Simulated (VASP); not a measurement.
# Ga2N (Fm-3m) in VASP: relaxation of cell and atoms with PBE

Aim: the relaxation of cell and atoms of Ga2N with PBE.

Program: VASP 6.6.1. These are calculated values, not measurements. Logs are shortened: lines on timing, memory, paths and dates and some standing lists are left out, and cuts for length are marked.

**1. The cell of the first run**

The structure is cubic, space group Fm-3m (No. 225). Conventional cell: a = 5.684 Å, b = 5.684 Å, c = 5.684 Å, α = 90.00°, β = 90.00°, γ = 90.00°. Within 3.2 Å of Ga (site symmetry -43m) lie 4 N at 2.46 Å and 6 Ga at 2.84 Å. N (site symmetry m-3m) has 8 Ga at 2.46 Å within 3.2 Å.

**2. Relaxation of cell and atoms, PBE**

INCAR reads:

```
  PREC = Accurate
  ENCUT = 600
  EDIFF = 1E-6
  ISMEAR = 0
  SIGMA = 0.1
  LREAL = F
  LASPH = T
  NELM = 100
  ALGO = Normal
  ISIF = 3
  LWAVE = F
  LCHARG = F
  GGA = PE
  IBRION = 2
  NSW = 100
  EDIFFG = -0.01
```

KPOINTS reads:

```
regular mesh
0
Gamma
  14 14 14
```

POSCAR reads:

```
Ga2N
1.0
    0.0000000000      2.8422251172      2.8422251172
    2.8422251172      0.0000000000      2.8422251172
    2.8422251172      2.8422251172      0.0000000000
Ga N
2 1
Direct
    0.2500000000      0.2500000000      0.2500000000
    0.7500000000      0.7500000000      0.7500000000
    0.5000000000      0.5000000000      0.5000000000
```

Potentials or basis: VASP PAW PBE potentials, release 64 (Ga_d, N).

The run is started by

```console
$ cat potpaw_PBE.64/Ga_d/POTCAR potpaw_PBE.64/N/POTCAR > POTCAR
$ mpirun -np 1 vasp_std > vasp.out
```

OUTCAR:

```text
PREC = Accurate
   ENCUT = 600
   EDIFF = 1E-6
   ISMEAR = 0
   LREAL = F
   LASPH = T
   NELM = 100
   ISIF = 3
   GGA = PE
   IBRION = 2
   NSW = 100
   EDIFFG = -0.01

 ion  position               nearest neighbor table
   1  0.250  0.250  0.250-   2 2.84   2 2.84   2 2.84   2 2.84   2 2.84   2 2.84
   2  0.750  0.750  0.750-   1 2.84   1 2.84   1 2.84   1 2.84   1 2.84   1 2.84
   3  0.500  0.500  0.500-

  LATTYP: Found a face centered cubic cell.
 ALAT       =     5.6844502344

  Lattice vectors:

 A1 = (   0.0000000000,   2.8422251172,   2.8422251172)
 A2 = (   2.8422251172,   0.0000000000,   2.8422251172)
 A3 = (   2.8422251172,   2.8422251172,   0.0000000000)

Analysis of symmetry for initial positions (statically):
=====================================================================
 Subroutine PRICEL returns:
 Original cell was already a primitive cell.

 Routine SETGRP: Setting up the symmetry group for a
 face centered cubic supercell.

 Subroutine GETGRP returns: Found 48 space group operations
 (whereof 48 operations were pure point group operations)
 out of a pool of 48 trial point group operations.

The static configuration has the point symmetry O_h .

Analysis of symmetry for dynamics (positions and initial velocities):
=====================================================================
 Subroutine PRICEL returns:
 Original cell was already a primitive cell.

 Routine SETGRP: Setting up the symmetry group for a
 face centered cubic supercell.

 Subroutine GETGRP returns: Found 48 space group operations
 (whereof 48 operations were pure point group operations)
 out of a pool of 48 trial point group operations.

The dynamic configuration has the point symmetry O_h .

 Subroutine INISYM returns: Found 48 space group operations
 (whereof 48 operations are pure point group operations),
 and found     1 'primitive' translations

----------------------------------------------------------------------------------------

                                     Primitive cell

  volume of cell :      45.9204

  direct lattice vectors                    reciprocal lattice vectors
     0.000000000  2.842225117  2.842225117    -0.175918507  0.175918507  0.175918507
     2.842225117  0.000000000  2.842225117     0.175918507 -0.175918507  0.175918507
     2.842225117  2.842225117  0.000000000     0.175918507  0.175918507 -0.175918507

  length of vectors
     4.019513308  4.019513308  4.019513308     0.304699793  0.304699793  0.304699793

  position of ions in fractional coordinates (direct lattice)
     0.250000000  0.250000000  0.250000000
     0.750000000  0.750000000  0.750000000
     0.500000000  0.500000000  0.500000000

  ion indices of the primitive-cell ions
   primitive index   ion index
                 1           1
                 2           2
                 3           3

----------------------------------------------------------------------------------------

 KPOINTS: regular mesh

Automatic generation of k-mesh.
 Grid dimensions read from file:
 generate k-points for:   14   14   14

 Generating k-lattice:

  Cartesian coordinates                     Fractional coordinates (reciprocal lattice)
    -0.012565608  0.012565608  0.012565608     0.071428571  0.000000000  0.000000000
     0.012565608 -0.012565608  0.012565608     0.000000000  0.071428571  0.000000000
     0.012565608  0.012565608 -0.012565608     0.000000000  0.000000000  0.071428571

  Length of vectors
     0.021764271  0.021764271  0.021764271

  Shift w.r.t. Gamma in fractional coordinates (k-lattice)
     0.000000000  0.000000000  0.000000000

 Subroutine IBZKPT returns following result:
 ===========================================

 Found    104 irreducible k-points:

 Following reciprocal coordinates:
            Coordinates               Weight
  0.000000  0.000000  0.000000      1.000000
  0.071429  0.000000  0.000000      8.000000
  0.142857  0.000000  0.000000      8.000000
  0.214286  0.000000  0.000000      8.000000
  0.285714  0.000000  0.000000      8.000000
  0.357143  0.000000  0.000000      8.000000
[... 16 lines left out ...]
  0.214286  0.142857  0.000000     24.000000
  0.285714  0.142857  0.000000     24.000000
 [... further k-points ...]
   k-points           NKPTS =    104   k-points in BZ     NKDIM =    104   number of bands    NBANDS=     19
   number of dos      NEDOS =    301   number of ions     NIONS =      3
   total plane-waves  NPLWV =  32768
   dimension x,y,z NGX =    32 NGY =   32 NGZ =   32
   dimension x,y,z NGXF=    64 NGYF=   64 NGZF=   64
   ions per type =               2   1
   NGX,Y,Z   is equivalent  to a cutoff of  13.24, 13.24, 13.24 a.u.
   NGXF,Y,Z  is equivalent  to a cutoff of  26.47, 26.47, 26.47 a.u.
 SYSTEM =  unknown system
   PREC   = accura    normal or accurate (medium, high low for compatibility)
   ISTART =      0    job   : 0-new  1-cont  2-samecut
   ICHARG =      2    charge: 1-file 2-atom 10-const
   ISPIN  =      1    spin polarized calculation?
   LNONCOLLINEAR =      F non collinear calculations
   LSORBIT =      F    spin-orbit coupling
   LASPH  =      T    aspherical Exc in radial PAW
   ENCUT  =  600.0 eV  44.10 Ry    6.64 a.u.   8.03  8.03  8.03*2*pi/ulx,y,z
   NELM   =    100;   NELMIN=  2; NELMDL= -5     # of ELM steps
   EDIFF  = 0.1E-05   stopping-criterion for ELM
   LREAL  =      F    real-space projection
   EDIFFG = -.1E-01   stopping-criterion for IOM
   NSW    =    100    number of steps for IOM
   IBRION =      2    ionic relax: 0-MD 1-quasi-New 2-CG
   NFREE  =      1    steps in history (QN), initial steepest desc. (CG)
   ISIF   =      3    stress and relaxation
   ISYM   =      2    0-nonsym 1-usesym 2-fastsym
   POTIM  = 0.5000    time-step for ionic-motion
   TEBEG  =    0.0;   TEEND  =   0.0 temperature during run
   PSTRESS=    0.0 pullay stress
   NELECT =      31.0000    total number of electrons
   NUPDOWN=      -1.0000    fix difference up-down
   EMIN   =  10.00;   EMAX   =-10.00  energy-range for DOS
   EFERMI =   0.00;   METHOD = LEGACY
   ISMEAR =     0;   SIGMA  =   0.10  broadening in eV -4-tet -1-fermi 0-gaus
   EFERMI_NEDOS =   21; number of points for ismear=-14 and -15
   IALGO  =     38    algorithm
   IMIX   =      4    mixing-type and parameters
     AMIX     =   0.40;   BMIX     =  1.00
     AMIX_MAG =   1.60;   BMIX_MAG =  1.00
  volume/ion in A,a.u.               =      15.31       103.30
  Fermi-wavevector in a.u.,A,eV,Ry     =   1.436129  2.713891 28.061578  2.062468
  Thomas-Fermi vector in A             =   2.555352
   LORBIT       =      0    0 simple, 1 ext, 2 COOP (PROOUT), +10 PAW based schemes
   GGA     = PE    functional components
   LHFCALC =     F    Hartree Fock is set to
   AEXX    =    0.0000 exact exchange contribution
   IVDW    =     0    specifies the selected vdW correction
   LEPSILON=     F    determine dielectric tensor
   LRPA    =     F    only Hartree local field effects (RPA)
 conjugate gradient relaxation of ions
 non-spin polarized calculation
 Gauss-broadening in eV      SIGMA  =   0.10
  energy-cutoff  :      600.00
  volume of cell :       45.92
 maximum number of plane-waves:      1554
   NGX = 17   NGY = 17   NGZ = 17

--------------------------------------- Ionic step        1  -------------------------------------------

 number of electron      31.0000014 magnetization

 Free energy of the ion-electron system (eV)
  ---------------------------------------------------
  ext. energy  EPLUGINS =         0.00000000
  ---------------------------------------------------
  free energy    TOTEN  =       -11.80334194 eV

  energy without entropy =      -11.79636861  energy(sigma->0) =      -11.79985528

------------------------ aborting loop because EDIFF is reached ----------------------------------------

  FORCE on cell =-STRESS in cart. coord.  units (eV):
  Direction    XX          YY          ZZ          XY          YZ          ZX
  --------------------------------------------------------------------------------------
  -------------------------------------------------------------------------------------
  Total        0.2228152      0.2228152      0.2228152     -0.0000000      0.0000000     -0.0000000
  in kB        7.7740977      7.7740977      7.7740977     -0.0000000      0.0000000     -0.0000000
  external PRESSURE =       7.7740977 kB  Pullay stress =       0.0000000 kB
[... 96 lines left out ...]
  energy  without entropy=      -11.7975792750  energy(sigma->0) =      -11.80100915

--------------------------------------- Ionic step        4  -------------------------------------------

 number of electron      31.0000009 magnetization

 Free energy of the ion-electron system (eV)
  ---------------------------------------------------
  ext. energy  EPLUGINS =         0.00000000
  ---------------------------------------------------
  free energy    TOTEN  =       -11.80445571 eV

  energy without entropy =      -11.79760650  energy(sigma->0) =      -11.80103110

 E-fermi :   5.4990     XC(G=0): -10.9755

 val. band max:        5.4898144423   @ k =   0.2143   0.0000   0.0000
 cond. band min:       5.5238710852   @ k =   0.2857   0.0714   0.0000
 fundamental gap:      0.0340566429
 Fermi energy:         5.4990357012

 k-point     1 :       0.0000    0.0000    0.0000
  band No.  band energies     occupation
      1      -9.8327      2.00000
      2      -9.7779      2.00000
      3      -9.7779      2.00000
      4      -9.6846      2.00000
      5      -9.6845      2.00000
      6      -9.6845      2.00000
[... 11 lines left out ...]
     18       7.0082      0.00000
     19       7.1429      0.00000
[... 489 lines left out ...]
      3      -9.6742      2.00000
      4      -9.6172      2.00000
      5      -9.6083      2.00000
      6      -9.4750      2.00000
[... 11 lines left out ...]
     18       7.9391      0.00000
     19       9.2453      0.00000

 [... further k-points ...]
[... 5 lines left out ...]
  --------------------------------------------------------------------------------------
  -------------------------------------------------------------------------------------
  Total        0.0245824      0.0245824      0.0245824     -0.0000000      0.0000000      0.0000000
  in kB        0.8497159      0.8497159      0.8497159     -0.0000000      0.0000000      0.0000000
  external PRESSURE =       0.8497159 kB  Pullay stress =       0.0000000 kB
[... 18 lines left out ...]
  FREE ENERGIE OF THE ION-ELECTRON SYSTEM (eV)
  ---------------------------------------------------
  free  energy   TOTEN  =       -11.8044557086 eV

  energy  without entropy=      -11.7976064979  energy(sigma->0) =      -11.80103110

 reached required accuracy - stopping structural energy minimisation
```

Run time: 3.1 min. Hardware: 1 thread of Intel Xeon Platinum 8259CL at 2.50GHz (Skylake/Cascade Lake), shared host; peak memory 0.25 GiB.

What came out:

- Free energy: -11.8045 eV
- Relaxed volume: 15.45 Å³/atom
- Relaxed cell: a = 4.032 Å, b = 4.032 Å, c = 4.032 Å, α = 60.00°, β = 60.00°, γ = 60.00°
- Space group after relaxing (to 0.05 Å): Fm-3m (No. 225)
- Energy gained by relaxing: 0.4 meV/atom
- Ionic steps: 4
- Pressure after relaxing: 0.1 GPa

The path:
```tsv
step	energy change (eV)	largest force (eV/Å)	pressure (GPa)	volume (Å³)
1	0.0000	0.0000	0.78	45.92
2	-0.0011	0.0000	-0.36	46.42
3	-0.0011	0.0000	0.17	46.32
4	-0.0011	0.0000	0.08	46.35
```

Final structure:
```yaml
crystal:
  lattice:
    - [0.00000, 2.85109, 2.85109]
    - [2.85109, 0.00000, 2.85109]
    - [2.85109, 2.85109, 0.00000]
  atoms:
    - { symbol: Ga, position: [0.25000, 0.25000, 0.25000] }
    - { symbol: Ga, position: [0.75000, 0.75000, 0.75000] }
    - { symbol: N, position: [0.50000, 0.50000, 0.50000] }
```
